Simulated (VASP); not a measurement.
# ZrN: single point with PBE

The system is ZrN.

```
CELL_PARAMETERS angstrom
0.00000 2.30000 2.30000
2.30000 0.00000 2.30000
2.30000 2.30000 0.00000
ATOMIC_POSITIONS crystal
Zr 0.50000 0.50000 0.50000
N 0.00000 0.00000 0.00000
```

```
Program             : VASP 6.6.1
Task                : single point
Functional          : PBE
Potentials or basis : VASP PAW PBE potentials, release 64 (Zr_sv, N)
Cutoff              : 600 eV
k mesh              : 15 × 15 × 15
Occupations         : gaussian, width 0.05 eV
Spin                : no spin polarisation
```

- Pressure: -0.7 GPa

Levels at points of the mesh, in eV from the Fermi level:
```csv
k point,band 5,band 6,band 7,band 8,band 9,band 10,band 11,band 12,band 13,band 14
"(0.00, 0.00, 0.00)",-16.25,-2.66,-2.66,-2.66,-0.41,-0.41,-0.41,1.54,1.54,2.77
```

It took 26 s on 1 thread of Intel(R) Xeon(R) 6975P-C (Granite Rapids), on a shared host, peak memory 0.19 GiB.
